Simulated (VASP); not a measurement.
A run of VASP 6.6.1 is set up as follows.

The input INCAR:

```
ALGO = Normal ; EDIFF = 1E-6
ENCUT = 700 ; GGA = CA
GGA_COMPAT = F ; ISIF = 2
ISMEAR = 0 ; ISPIN = 2
LASPH = T ; LCHARG = T
LDAU = T ; LDAUJ = 0 0
LDAUL = 2 -1 ; LDAUPRINT = 1
LDAUTYPE = 2 ; LDAUU = 4.2 0
LELF = T ; LMAXMIX = 4
LORBIT = 11 ; LREAL = F
LVHAR = T ; LWAVE = F
MAGMOM = 2 -2 0 0 ; NBANDS = 36
NELM = 200 ; PREC = Accurate
SIGMA = 0.05
```

File KPOINTS:

```
k-points
0
Gamma
  12 12 6
```

Contents of POSCAR:

```
NiO
1.0
    0.0000000000      2.0913095126      2.0913095126
    2.0913095126      0.0000000000      2.0913095126
    4.1826190252      4.1826190252      0.0000000000
Ni O
2 2
Direct
    0.0000000000      0.0000000000      0.0000000000
    0.0000000000      0.0000000000      0.5000000000
    0.5000000000      0.5000000000      0.2500000000
    0.5000000000      0.5000000000      0.7500000000
```

Potentials or basis: VASP PAW LDA potentials, release 64 (Ni_sv_GW, O).

Command:

```bash
$ cat potpaw_LDA.64/Ni_sv_GW/POTCAR potpaw_LDA.64/O/POTCAR > POTCAR
$ mpirun -np 1 vasp_std > vasp.out
```

(1) Estimate the site moments.

(2) What does it give for the band gap on the k mesh?

(3) Estimate the net moment.

Results:

(1) Ni +1.60, -1.60; O +0.00 μB.

(2) 2.47 eV.

(3) 0.00 μB per cell.

Caveat: the cell stands under tension.
